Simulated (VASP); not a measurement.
# Al2Cl2F (Immm) in VASP: notebook, part 2 of 2

VASP 6.6.1. Earlier steps stand in the parts before.

## Step 3: Single point, PBE

This run uses another cell than the first one, of 21.42 Å³/atom.

File INCAR:

```
  PREC = Accurate
  ENCUT = 520
  EDIFF = 1E-6
  ISMEAR = 0
  SIGMA = 0.1
  LREAL = F
  LASPH = T
  NELM = 100
  ALGO = Normal
  ISIF = 2
  LWAVE = F
  LCHARG = T
  GGA = PE
  LELF = T
  LVHAR = T
  NBANDS = 22
```

File KPOINTS:

```
regular mesh
0
Gamma
  6 6 6
```

File POSCAR:

```
Al2Cl2F
1.0
   -2.1918159400      2.8197179300      4.3325403500
    2.1918159400     -2.8197179300      4.3325403500
    2.1918159400      2.8197179300     -4.3325403500
Al Cl F
2 2 1
Direct
    0.2669515800      0.5000000000      0.7669515800
    0.7330484200      0.5000000000      0.2330484200
    0.7027574900      0.2027574900      0.5000000000
    0.2972425100      0.7972425100      0.5000000000
    0.0000000000      0.0000000000      0.0000000000
```

Potentials or basis: VASP PAW PBE potentials, release 64 (Al, Cl, F).

Run with:

```sh
$ cat potpaw_PBE.64/Al/POTCAR potpaw_PBE.64/Cl/POTCAR potpaw_PBE.64/F/POTCAR > POTCAR
$ mpirun -np 1 vasp_std > vasp.out
```

Run time: 3.7 min. Hardware: 1 thread of AMD EPYC 7R13, shared host; peak memory 0.27 GiB.

Results (log left out):

```
Free energy            : -16.8162 eV
Pressure               : -6.9 GPa
Largest force          : 0.856 eV/Å
Band gap on the k mesh : zero (an odd number of electrons rules out a gap without spin polarisation)
```

Forces on the atoms (eV/Å):
```
Al   0.000 -0.856  0.000
Al   0.000  0.856  0.000
Cl   0.000  0.000  0.583
Cl   0.000  0.000 -0.583
F    0.000  0.000  0.000
```

Stress tensor (GPa, compression positive):
```
-8.74  0.00  0.00
 0.00 -6.32  0.00
 0.00  0.00 -5.65
```

Levels at points of the mesh, in eV from the Fermi level:
| k point | band 9 | band 10 | band 11 | band 12 | band 13 | band 14 | band 15 | band 16 | band 17 | band 18 |
| --- | --- | --- | --- | --- | --- | --- | --- | --- | --- | --- |
| (0.00, 0.00, 0.00) | -3.66 | -2.90 | -2.49 | -2.30 | -1.76 | 0.30 | 1.23 | 3.48 | 3.87 | 4.84 |
| (0.50, 0.00, 0.00) | -2.93 | -2.84 | -2.42 | -2.30 | -1.30 | -0.39 | 2.91 | 4.08 | 4.47 | 5.07 |
| (0.00, 0.50, 0.00) | -2.98 | -2.88 | -2.38 | -2.30 | -0.66 | 0.24 | 2.00 | 3.05 | 4.23 | 4.46 |
| (0.50, 0.50, 0.00) | -2.78 | -2.68 | -2.54 | -1.94 | -0.88 | -0.10 | 3.76 | 4.20 | 4.44 | 4.61 |
| (0.50, 0.50, 0.50) | -2.64 | -2.30 | -2.07 | -1.78 | -0.95 | 0.23 | 1.93 | 2.42 | 4.50 | 4.78 |

Caveat: the cell stands under tension; an odd number of electrons without spin polarisation forces a metal; a magnetic or distorted state may lie lower.

## Step 4: Relaxation of cell and atoms, PBE

This run uses another cell than the first one, of 21.42 Å³/atom.

File INCAR:

```
SYSTEM = Al2Cl2F
  ALGO = Normal
  EDIFF = 1E-6
  EDIFFG = -0.04
  ENCUT = 600
  GGA = PE
  IBRION = 2
  ISIF = 3
  ISMEAR = 0
  LASPH = .TRUE.
  LCHARG = .FALSE.
  LREAL = .FALSE.
  LWAVE = .FALSE.
  NELM = 80
  NSW = 90
  PREC = Accurate
  SIGMA = 0.1
```

File KPOINTS:

```
k-points
0
G
  6 6 6
  0 0 0
```

POSCAR is that of step 3.

Run with:

```sh
$ cat potpaw_PBE.64/Al/POTCAR potpaw_PBE.64/Cl/POTCAR potpaw_PBE.64/F/POTCAR > POTCAR
$ mpirun -np 1 vasp_std > vasp.out
```

Wall time 41 min (1 thread of AMD EPYC 7R13, shared host); peak memory 0.37 GiB.

It converged, with:

```yaml
Free_energy: -17.7079 eV
Relaxed_volume: 18.52 Å³/atom
Relaxed_cell: a = 5.456 Å, b = 5.456 Å, c = 5.456 Å, α = 138.24°, β = 118.47°, γ = 77.14°
Space_group_after_relaxing_to_0.1_Å: Immm (No. 71)
Energy_gained_by_relaxing: 178.0 meV/atom
Ionic_steps: 16
Pressure_after_relaxing: -0.1 GPa
Largest_force_after_relaxing: 0.038 eV/Å
Band_gap_on_the_k_mesh: zero (an odd number of electrons rules out a gap without spin polarisation)
```

Forces in eV/Å, atoms in the order of the input:
```
Al   0.000 -0.015  0.000
Al   0.000  0.015  0.000
Cl   0.000  0.000  0.038
Cl   0.000  0.000 -0.038
F    0.000  0.000  0.000
```

Stress tensor (GPa, compression positive):
```
-0.32  0.00  0.00
 0.00 -0.08  0.00
 0.00  0.00 -0.01
```

The path:
| step | energy change (eV) | largest force (eV/Å) | pressure (GPa) | volume (Å³) |
| --- | --- | --- | --- | --- |
| 1 | 0.0000 | 0.8564 | -6.88 | 107.11 |
| 2 | -0.5453 | 0.6041 | -2.65 | 93.45 |
| 3 | -0.6223 | 0.5912 | 0.59 | 87.71 |
| 4 | -0.6225 | 0.5894 | 0.92 | 87.24 |
| 5 | -0.6788 | 0.4648 | 0.82 | 87.46 |
| 6 | -0.7112 | 0.4995 | 0.91 | 87.76 |
| 7 | -0.7524 | 0.2943 | -0.41 | 89.74 |
| 8 | -0.7589 | 0.2901 | -1.00 | 90.82 |
| 9 | -0.7995 | 0.2621 | -0.44 | 90.34 |
| 10 | -0.8510 | 0.1995 | 1.90 | 88.83 |
| 11 | -0.8531 | 0.2192 | 1.37 | 89.14 |
| 12 | -0.8793 | 0.0384 | 0.68 | 91.11 |
| 13 | -0.8819 | 0.0631 | 0.48 | 91.96 |
| 14 | -0.8876 | 0.0642 | -0.24 | 92.91 |
| 15 | -0.8877 | 0.0736 | -0.35 | 93.04 |
| 16 | -0.8902 | 0.0380 | -0.14 | 92.61 |

Final structure:
```yaml
crystal:
  lattice:
    - [-1.94478, 2.79101, 4.26564]
    - [1.94478, -2.79101, 4.26564]
    - [1.94478, 2.79101, -4.26564]
  atoms:
    - { symbol: Al, position: [0.25576, 0.50000, 0.75576] }
    - { symbol: Al, position: [0.74424, 0.50000, 0.24424] }
    - { symbol: Cl, position: [0.75563, 0.25563, 0.50000] }
    - { symbol: Cl, position: [0.24437, 0.74437, 0.50000] }
    - { symbol: F, position: [0.00000, 0.00000, 0.00000] }
```

Levels at points of the mesh, in eV from the Fermi level:
```csv
k point,band 11,band 12,band 13,band 14,band 15,band 16
"(0.00, 0.00, 0.00)",-4.34,-3.66,-3.15,-0.44,1.97,3.27
"(0.50, 0.00, 0.00)",-3.96,-3.57,-2.32,-0.40,2.26,3.30
"(0.00, 0.50, 0.00)",-4.77,-4.15,-2.07,0.24,1.02,2.60
"(0.50, 0.50, 0.00)",-3.66,-3.24,-2.99,0.03,2.39,2.54
"(0.50, 0.50, 0.50)",-3.52,-3.28,-2.16,1.03,1.61,2.04
```

Caveat: an odd number of electrons without spin polarisation forces a metal; a magnetic or distorted state may lie lower.

## Step 5: Single point, PBE

This run uses another cell than the first one, of 18.60 Å³/atom.

File INCAR:

```
ALGO = Normal
EDIFF = 1E-7
ENCUT = 520
GGA = PE
ISIF = 2
ISMEAR = 0
LASPH = T
LCHARG = T
LELF = T
LREAL = F
LVHAR = T
LWAVE = F
NBANDS = 22
NELM = 100
PREC = Accurate
SIGMA = 0.1
```

File KPOINTS:

```
k-points
0
Gamma
  12 12 12
```

File POSCAR:

```
Al2Cl2F
1.0
   -1.9333881209      2.8005498357      4.2946315999
    1.9333881209     -2.8005498357      4.2946315999
    1.9333881209      2.8005498357     -4.2946315999
Al Cl F
2 2 1
Direct
    0.2554280364      0.5000000000      0.7554280364
    0.7445719636      0.5000000000      0.2445719636
    0.7582975165      0.2582975165      0.5000000000
    0.2417024835      0.7417024835      0.5000000000
    0.0000000000      0.0000000000      0.0000000000
```

Potentials or basis: VASP PAW PBE potentials, release 64 (Al, Cl, F).

Run with:

```sh
$ cat potpaw_PBE.64/Al/POTCAR potpaw_PBE.64/Cl/POTCAR potpaw_PBE.64/F/POTCAR > POTCAR
$ mpirun -np 1 vasp_std > vasp.out
```

OUTCAR:

```text
EDIFF = 1E-7
   ENCUT = 520
   GGA = PE
   ISIF = 2
   ISMEAR = 0
   LASPH = T
   LREAL = F
   NELM = 100
   PREC = Accurate

 ion  position               nearest neighbor table
   1  0.255  0.500  0.755-   5 2.41   5 2.41   3 2.52   4 2.52   2 2.74   2 2.86
   2  0.745  0.500  0.245-   5 2.41   5 2.41   4 2.52   3 2.52   1 2.74   1 2.86
   3  0.758  0.258  0.500-   1 2.52   2 2.52
   4  0.242  0.742  0.500-   1 2.52   2 2.52
[... 806 lines left out ...]
  Direction    XX          YY          ZZ          XY          YZ          ZX
  --------------------------------------------------------------------------------------
  -------------------------------------------------------------------------------------
  Total       -0.0753415     -0.0935627     -0.0909544      0.0000000      0.0000000      0.0000000
  in kB       -1.2977666     -1.6116291     -1.5667014      0.0000000      0.0000000      0.0000000
  external PRESSURE =      -1.4920324 kB  Pullay stress =       0.0000000 kB

 VOLUME and BASIS-vectors are now :
 -----------------------------------------------------------------------------
  energy-cutoff  :      520.00
  volume of cell :       93.01
      direct lattice vectors                 reciprocal lattice vectors
    -1.933388121  2.800549836  4.294631600     0.000000000  0.178536369  0.116424422
     1.933388121 -2.800549836  4.294631600     0.258613361  0.000000000  0.116424422
     1.933388121  2.800549836 -4.294631600     0.258613361  0.178536369  0.000000000

 POSITION                                       TOTAL-FORCE (eV/Angst)
 -----------------------------------------------------------------------------------
      1.93339      1.43068      0.00000         0.000000     -0.012226     -0.000000
     -0.00000      1.36987      4.29463        -0.000000      0.012226     -0.000000
     -0.00000      2.80055      2.21859        -0.000000     -0.000000      0.011537
      1.93339      0.00000      2.07605         0.000000     -0.000000     -0.011537
      0.00000      0.00000      0.00000         0.000000     -0.000000     -0.000000
 -----------------------------------------------------------------------------------
    total drift:                                0.000000      0.000000     -0.000000

  FREE ENERGIE OF THE ION-ELECTRON SYSTEM (eV)
  ---------------------------------------------------
  free  energy   TOTEN  =       -17.6962795031 eV

  energy  without entropy=      -17.6888748688  energy(sigma->0) =      -17.69257719
```

Run time: 21 min. Hardware: 1 thread of AMD EPYC 7R13, shared host; peak memory 0.58 GiB.

What came out:

```yaml
Free_energy: -17.6963 eV
Pressure: -0.1 GPa
Largest_force: 0.012 eV/Å
Band_gap_on_the_k_mesh: zero (an odd number of electrons rules out a gap without spin polarisation)
```

Forces in eV/Å, atoms in the order of the input:
```
Al   0.000 -0.012  0.000
Al   0.000  0.012  0.000
Cl   0.000  0.000  0.012
Cl   0.000  0.000 -0.012
F    0.000  0.000  0.000
```

Caveat: an odd number of electrons without spin polarisation forces a metal; a magnetic or distorted state may lie lower.

## Step 6: Summary

| task | cell | k mesh | cutoff (eV) | gap on the mesh (eV) | pressure (GPa) | largest force (eV/Å) |
| --- | --- | --- | --- | --- | --- | --- |
| single point | a = 5.491 Å, angles 138.7, 118.6, 76.7°, 5 atoms, atomic positions A | 6 × 6 × 6 | 520 | none | -0.3 | 0.01 |
| single point | a = 5.615 Å, angles 134.0, 119.7, 79.0°, 5 atoms, atomic positions B | 6 × 6 × 6 | 520 | none | -6.9 | 0.86 |
| relaxation of cell and atoms | relaxed from a = 5.615 Å, angles 134.0, 119.7, 79.0°, 5 atoms, atomic positions B | 6 × 6 × 6 | 600 | none | -0.1 | 0.04 |
| single point | a = 5.480 Å, angles 138.7, 118.5, 76.8°, 5 atoms, atomic positions A | 12 × 12 × 12 | 520 | none | -0.1 | 0.01 |

Alike in all rows: level PBE; potentials or basis VASP PAW PBE potentials, release 64 (Al, Cl, F); no spin polarisation; smearing gaussian 0.1 eV.

Caveats: an odd number of electrons without spin polarisation forces a metal; a magnetic or distorted state may lie lower; the cell stands under tension (at least some runs).

Absolute energies hang on the potentials; compare differences alone.
